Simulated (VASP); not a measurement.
GaN: relaxation of cell and atoms with LDA

Crystal: GaN.

```
Ga N
1.0
     0.00000    2.13524    2.13524
     2.13524    0.00000    2.13524
     2.13524    2.13524    0.00000
Ga N
1 1
Direct
  0.00000 0.00000 0.00000
  0.50000 0.50000 0.50000
```

* Program: VASP 6.6.1
* Task: relaxation of cell and atoms
* Functional: LDA
* Potentials or basis: VASP PAW LDA potentials, release 64 (Ga_d, N)
* Cutoff: 600 eV
* k mesh: 8 × 8 × 8
* Occupations: gaussian, width 0.01 eV
* Spin: no spin polarisation
* Target pressure: 30 GPa
* Dipole correction: no
* Further INCAR settings: ALGO = Normal; EDIFF = 1e-07; IBRION = 2; EDIFFG = -0.01; NSW = 80; ISIF = 3

```
Relaxed volume                                             : 8.34 Å³/atom
Relaxed cell                                               : a = 2.868 Å, b = 2.868 Å, c = 2.868 Å, α = 60.00°, β = 60.00°, γ = 60.00°
Space group after relaxing (to 0.1 Å)                      : Fm-3m (No. 225)
Energy change on relaxing (the run minimises the enthalpy) : +49.1 meV/atom
Ionic steps                                                : 7
Pressure after relaxing                                    : 30.0 GPa
Band gap on the k mesh                                     : 1.26 eV (least direct gap 4.52 eV)
```

The path:
```
step  energy change (eV)  largest force (eV/Å)  pressure (GPa)  volume (Å³)
   1              0.0000                0.0000          -12.75        19.47
   2              2.2038                0.0000          184.31        13.03
   3              0.0657                0.0000           25.77        16.86
   4              0.0900                0.0000           29.10        16.72
   5              0.0996                0.0000           30.24        16.67
   6              0.0948                0.0000           29.54        16.69
   7              0.0981                0.0000           30.01        16.67
```

Final structure:
```cif
data_structure
_symmetry_space_group_name_H-M 'P 1'
_symmetry_Int_Tables_number 1
_cell_length_a 2.8676
_cell_length_b 2.8676
_cell_length_c 2.8676
_cell_angle_alpha 60.000
_cell_angle_beta 60.000
_cell_angle_gamma 60.000
_cell_volume 16.67
loop_
_atom_site_label
_atom_site_type_symbol
_atom_site_fract_x
_atom_site_fract_y
_atom_site_fract_z
_atom_site_occupancy
Ga1 Ga 0.00000 0.00000 0.00000 1
N1 N 0.50000 0.50000 0.50000 1
```

Levels at points of the mesh, in eV from the valence-band top:
| k point | band 6 | band 7 | band 8 | band 9 | band 10 | band 11 | band 12 | band 13 |
| --- | --- | --- | --- | --- | --- | --- | --- | --- |
| (0.00, 0.00, 0.00) | -13.96 | -0.67 | -0.67 | -0.67 | 3.85 | 15.42 | 15.42 | 15.42 |
| (0.50, 0.00, 0.00) | -13.77 | -8.98 | -0.14 | -0.14 | 5.22 | 9.63 | 9.63 | 10.96 |
| (0.50, 0.50, 0.00) | -10.56 | -8.19 | -3.56 | -3.56 | 1.26 | 7.91 | 13.06 | 15.95 |

Wall time 22 s on 1 thread of Intel(R) Xeon(R) Platinum 8488C (Sapphire Rapids) (shared host), peak memory 0.14 GiB.

Caveat: the cell is relaxed towards a set pressure, so the run minimises the enthalpy, not the energy. A k mesh can miss the band edges.
